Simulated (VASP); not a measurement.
# KCl (I4mm) in VASP: a series of runs

The runs below take KCl through single point, with PBE.

Program: VASP 6.6.1. These are calculated values, not measurements. Logs are shortened: lines on timing, memory, paths and dates and some standing lists are left out, and cuts for length are marked.

### 1 The cell of the first run

Symmetry: I4mm, No. 107, tetragonal system. Conventional cell: a = 4.463 Å, b = 4.463 Å, c = 6.312 Å, α = 90.00°, β = 90.00°, γ = 90.00°. Within 4.0 Å of K (site symmetry 4mm) lie 6 Cl at 3.01 to 3.31 Å. Cl (site symmetry 4mm) has 6 K at 3.01 to 3.31 Å within 4.0 Å.

### 2 Single point, PBE (one atom moved)

Contents of INCAR:

```
SYSTEM = KCl
PREC = Accurate
ENCUT = 520
EDIFF = 1E-7
ISMEAR = 0
SIGMA = 0.02
LREAL = .FALSE.
LASPH = .TRUE.
NELM = 60
ALGO = Normal
ISIF = 2
LWAVE = .FALSE.
LCHARG = .FALSE.
GGA = PE
NBANDS = 15
```

Contents of KPOINTS:

```
Automatic mesh
0
G
  6 6 6
  0 0 0
```

Contents of POSCAR:

```
KCl
1.0
    0.0000000000      3.1561000000      3.1561000000
    3.1561000000      0.0000000000      3.1561000000
    3.1561000000      3.1561000000      0.0000000000
K Cl
1 1
Direct
    0.0237635056      0.0237635056     -0.0237635056
    0.5000000000      0.5000000000      0.5000000000
```

Potentials or basis: VASP PAW PBE potentials, release 64 (K_sv, Cl).

Command:

```sh
> cat potpaw_PBE.64/K_sv/POTCAR potpaw_PBE.64/Cl/POTCAR > POTCAR
> mpirun -np 1 vasp_std > vasp.out
```

OUTCAR:

```text
SYSTEM = KCl
   PREC = Accurate
   ENCUT = 520
   EDIFF = 1E-7
   ISMEAR = 0
   LREAL = .FALSE.
   LASPH = .TRUE.
   NELM = 60
   ISIF = 2
   GGA = PE

 ion  position               nearest neighbor table
   1  0.024  0.024  0.976-   2 3.01   2 3.16   2 3.16   2 3.16   2 3.16
   2  0.500  0.500  0.500-   1 3.01   1 3.16   1 3.16   1 3.16   1 3.16

  LATTYP: Found a face centered cubic cell.
 ALAT       =     6.3122000000

  Lattice vectors:

 A1 = (   0.0000000000,   3.1561000000,   3.1561000000)
 A2 = (   3.1561000000,   0.0000000000,   3.1561000000)
 A3 = (   3.1561000000,   3.1561000000,   0.0000000000)

Analysis of symmetry for initial positions (statically):
=====================================================================
 Subroutine PRICEL returns:
 Original cell was already a primitive cell.

 Routine SETGRP: Setting up the symmetry group for a
 face centered cubic supercell.

 Subroutine GETGRP returns: Found  8 space group operations
 (whereof  8 operations were pure point group operations)
 out of a pool of 48 trial point group operations.

The static configuration has the point symmetry C_4v.

Analysis of symmetry for dynamics (positions and initial velocities):
=====================================================================
 Subroutine PRICEL returns:
 Original cell was already a primitive cell.

 Routine SETGRP: Setting up the symmetry group for a
 face centered cubic supercell.

 Subroutine GETGRP returns: Found  8 space group operations
 (whereof  8 operations were pure point group operations)
 out of a pool of 48 trial point group operations.

The dynamic configuration has the point symmetry C_4v.

 Subroutine INISYM returns: Found  8 space group operations
 (whereof  8 operations are pure point group operations),
 and found     1 'primitive' translations

----------------------------------------------------------------------------------------

                                     Primitive cell

  volume of cell :      62.8756

  direct lattice vectors                    reciprocal lattice vectors
     0.000000000  3.156100000  3.156100000    -0.158423371  0.158423371  0.158423371
     3.156100000  0.000000000  3.156100000     0.158423371 -0.158423371  0.158423371
     3.156100000  3.156100000  0.000000000     0.158423371  0.158423371 -0.158423371

  length of vectors
     4.463399424  4.463399424  4.463399424     0.274397327  0.274397327  0.274397327

  position of ions in fractional coordinates (direct lattice)
     0.023763506  0.023763506  0.976236494
     0.500000000  0.500000000  0.500000000

[... 82 lines left out ...]
   ISIF   =      2    stress and relaxation
   ISYM   =      2    0-nonsym 1-usesym 2-fastsym
   POTIM  = 0.5000    time-step for ionic-motion
   TEBEG  =    0.0;   TEEND  =   0.0 temperature during run
   PSTRESS=    0.0 pullay stress
   NELECT =      16.0000    total number of electrons
   NUPDOWN=      -1.0000    fix difference up-down
   EMIN   =  10.00;   EMAX   =-10.00  energy-range for DOS
   EFERMI =   0.00;   METHOD = LEGACY
   ISMEAR =     0;   SIGMA  =   0.02  broadening in eV -4-tet -1-fermi 0-gaus
   EFERMI_NEDOS =   21; number of points for ismear=-14 and -15
   IALGO  =     38    algorithm
   IMIX   =      4    mixing-type and parameters
     AMIX     =   0.40;   BMIX     =  1.00
     AMIX_MAG =   1.60;   BMIX_MAG =  1.00
  volume/ion in A,a.u.               =      31.44       212.15
  Fermi-wavevector in a.u.,A,eV,Ry     =   1.037419  1.960437 14.643101  1.076238
  Thomas-Fermi vector in A             =   2.171856
   LORBIT       =      0    0 simple, 1 ext, 2 COOP (PROOUT), +10 PAW based schemes
   GGA     = PE    functional components
   LHFCALC =     F    Hartree Fock is set to
   AEXX    =    0.0000 exact exchange contribution
   IVDW    =     0    specifies the selected vdW correction
   LEPSILON=     F    determine dielectric tensor
   LRPA    =     F    only Hartree local field effects (RPA)
 non-spin polarized calculation
 Gauss-broadening in eV      SIGMA  =   0.02
  energy-cutoff  :      520.00
  volume of cell :       62.88
 maximum number of plane-waves:      1711
 NGX is ok and might be reduce to    36
   NGX = 17   NGY = 17   NGZ = 17

 number of electron      16.0000001 magnetization

 Free energy of the ion-electron system (eV)
  ---------------------------------------------------
  ext. energy  EPLUGINS =         0.00000000
  ---------------------------------------------------
  free energy    TOTEN  =        -6.79144893 eV

  energy without entropy =       -6.79144893  energy(sigma->0) =       -6.79144893

 E-fermi :  -1.7272     XC(G=0):  -7.4983

 val. band max:       -1.8865995597   @ k =   0.0000   0.0000   0.0000
 cond. band min:       3.2749576824   @ k =   0.0000   0.0000   0.0000
 fundamental gap:      5.1615572422
 Fermi energy:        -1.7272159225

 k-point     1 :       0.0000    0.0000    0.0000
  band No.  band energies     occupation
      1     -29.0912      2.00000
      2     -13.9952      2.00000
      3     -12.5522      2.00000
      4     -12.5522      2.00000
      5     -12.5491      2.00000
      6      -1.8875      2.00000
      7      -1.8875      2.00000
      8      -1.8866      2.00000
      9       3.2750      0.00000
     10       6.5126      0.00000
     11       6.5210      0.00000
     12       6.5210      0.00000
     13       7.3779      0.00000
     14       7.4201      0.00000
[... 401 lines left out ...]
      2     -14.0580      2.00000
      3     -12.6111      2.00000
      4     -12.5904      2.00000
      5     -12.4370      2.00000
      6      -2.6222      2.00000
      7      -2.1870      2.00000
      8      -2.1855      2.00000
      9       5.6631      0.00000
     10       5.9052      0.00000
     11       8.0143      0.00000
     12       8.5867      0.00000
     13       8.6595      0.00000
     14       9.2288      0.00000
     15       9.8376      0.00000

 [... further k-points ...]
[... 5 lines left out ...]
  --------------------------------------------------------------------------------------
  -------------------------------------------------------------------------------------
  Total        0.2207062      0.2207062      0.4487085      0.0000000     -0.0000000     -0.0000000
  in kB        5.6239689      5.6239689     11.4338543      0.0000000     -0.0000000     -0.0000000
  external PRESSURE =       7.5605974 kB  Pullay stress =       0.0000000 kB

 VOLUME and BASIS-vectors are now :
 -----------------------------------------------------------------------------
  energy-cutoff  :      520.00
  volume of cell :       62.88
      direct lattice vectors                 reciprocal lattice vectors
     0.000000000  3.156100000  3.156100000    -0.158423371  0.158423371  0.158423371
     3.156100000  0.000000000  3.156100000     0.158423371 -0.158423371  0.158423371
     3.156100000  3.156100000  0.000000000     0.158423371  0.158423371 -0.158423371

 POSITION                                       TOTAL-FORCE (eV/Angst)
 -----------------------------------------------------------------------------------
      3.15610      3.15610      0.15000         0.000000      0.000000     -0.208468
      3.15610      3.15610      3.15610         0.000000      0.000000      0.208468
 -----------------------------------------------------------------------------------
    total drift:                               -0.000000     -0.000000     -0.000011

  FREE ENERGIE OF THE ION-ELECTRON SYSTEM (eV)
  ---------------------------------------------------
  free  energy   TOTEN  =        -6.7914489255 eV

  energy  without entropy=       -6.7914489255  energy(sigma->0) =       -6.79144893
```

OSZICAR:

```text
N       E                     dE             d eps       ncg     rms          rms(c)
DAV:   1     0.957229082463E+02    0.95723E+02   -0.68581E+03   900   0.929E+02
DAV:   2    -0.759182952471E+00   -0.96482E+02   -0.90230E+02  1200   0.234E+02
DAV:   3    -0.674458688599E+01   -0.59854E+01   -0.59528E+01  1223   0.510E+01
DAV:   4    -0.708534094330E+01   -0.34075E+00   -0.34066E+00  1367   0.105E+01
DAV:   5    -0.708799896995E+01   -0.26580E-02   -0.26580E-02  1279   0.110E+00    0.334E+00
DAV:   6    -0.679297759787E+01    0.29502E+00   -0.43028E-01  1131   0.331E+00    0.272E+00
DAV:   7    -0.677776423686E+01    0.15213E-01   -0.10527E-01  1243   0.183E+00    0.157E+00
DAV:   8    -0.679011875109E+01   -0.12355E-01   -0.16415E-02  1124   0.960E-01    0.187E-01
DAV:   9    -0.679082433667E+01   -0.70559E-03   -0.94654E-04  1208   0.193E-01    0.100E-01
DAV:  10    -0.679143989310E+01   -0.61556E-03   -0.65620E-04   956   0.159E-01    0.223E-02
DAV:  11    -0.679144560517E+01   -0.57121E-05   -0.26041E-05  1278   0.294E-02    0.788E-03
DAV:  12    -0.679144831477E+01   -0.27096E-05   -0.29205E-06   991   0.120E-02    0.461E-03
DAV:  13    -0.679144892181E+01   -0.60704E-06   -0.97261E-07  1145   0.552E-03    0.109E-03
DAV:  14    -0.679144892553E+01   -0.37214E-08   -0.16876E-07   962   0.283E-03
   1 F= -.67914489E+01 E0= -.67914489E+01  d E =-.271948E-31
```

Run time: 27 s. Hardware: 1 thread of AMD EPYC 7R13, shared host; peak memory 0.21 GiB.

What came out:

| Item | Value |
| --- | --- |
| Free energy | -6.7914 eV |
| Pressure | 0.8 GPa |
| Largest force | 0.208 eV/Å |
| Band gap on the k mesh | 5.16 eV, direct |

Forces in eV/Å, atoms in the order of the input:
```
K    0.000  0.000 -0.208
Cl   0.000  0.000  0.208
```

Levels at points of the mesh, in eV from the valence-band top:
| k point | band 4 | band 5 | band 6 | band 7 | band 8 | band 9 | band 10 | band 11 | band 12 | band 13 |
| --- | --- | --- | --- | --- | --- | --- | --- | --- | --- | --- |
| (0.00, 0.00, 0.00) | -10.67 | -10.66 | 0.00 | 0.00 | 0.00 | 5.16 | 8.40 | 8.41 | 8.41 | 9.26 |
| (0.50, 0.00, 0.00) | -10.68 | -10.43 | -1.03 | -0.31 | -0.31 | 7.56 | 8.56 | 10.44 | 10.48 | 11.32 |
| (0.50, 0.50, 0.00) | -10.72 | -10.72 | -0.64 | -0.21 | -0.21 | 6.55 | 8.32 | 9.68 | 10.25 | 10.99 |
| (0.00, 0.50, 0.50) | -10.72 | -10.71 | -0.64 | -0.23 | -0.21 | 6.58 | 8.29 | 10.03 | 10.24 | 10.61 |

Caveat: the cell differs from its parent crystal (one atom moved).

### 3 Single point, PBE

Contents of INCAR:

```
PREC = Accurate ; ENCUT = 520
EDIFF = 1E-6 ; ISMEAR = 0
SIGMA = 0.02 ; LREAL = False
LASPH = True ; NELM = 60
ALGO = Normal ; ISIF = 2
LWAVE = False ; LCHARG = False
GGA = PE ; NBANDS = 15
```

Contents of KPOINTS:

```
Automatic mesh
0
Gamma
  6 6 6
```

POSCAR is that of step 2.

Potentials or basis: VASP PAW PBE potentials, release 64 (K_sv, Cl).

Command:

```sh
> cat potpaw_PBE.64/K_sv/POTCAR potpaw_PBE.64/Cl/POTCAR > POTCAR
> mpirun -np 1 vasp_std > vasp.out
```

Wall time 18 s (1 thread of AMD EPYC 7R13, shared host); peak memory 0.21 GiB.

It converged, with:

- Free energy: -6.7914 eV
- Pressure: 0.8 GPa
- Largest force: 0.208 eV/Å
- Band gap on the k mesh: 5.16 eV, direct

Forces in eV/Å, atoms in the order of the input:
```
K    0.000  0.000 -0.208
Cl   0.000  0.000  0.208
```

Stress tensor (GPa, compression positive):
```
0.56 0.00 0.00
0.00 0.56 0.00
0.00 0.00 1.14
```

Levels at points of the mesh, in eV from the valence-band top:
| k point | band 5 | band 6 | band 7 | band 8 | band 9 | band 10 | band 11 | band 12 |
| --- | --- | --- | --- | --- | --- | --- | --- | --- |
| (0.00, 0.00, 0.00) | -10.66 | 0.00 | 0.00 | 0.00 | 5.16 | 8.40 | 8.41 | 8.41 |
| (0.50, 0.00, 0.00) | -10.43 | -1.03 | -0.31 | -0.31 | 7.56 | 8.56 | 10.44 | 10.48 |
| (0.50, 0.50, 0.00) | -10.72 | -0.64 | -0.21 | -0.21 | 6.55 | 8.32 | 9.68 | 10.25 |
| (0.00, 0.50, 0.50) | -10.71 | -0.64 | -0.23 | -0.21 | 6.58 | 8.29 | 10.03 | 10.24 |
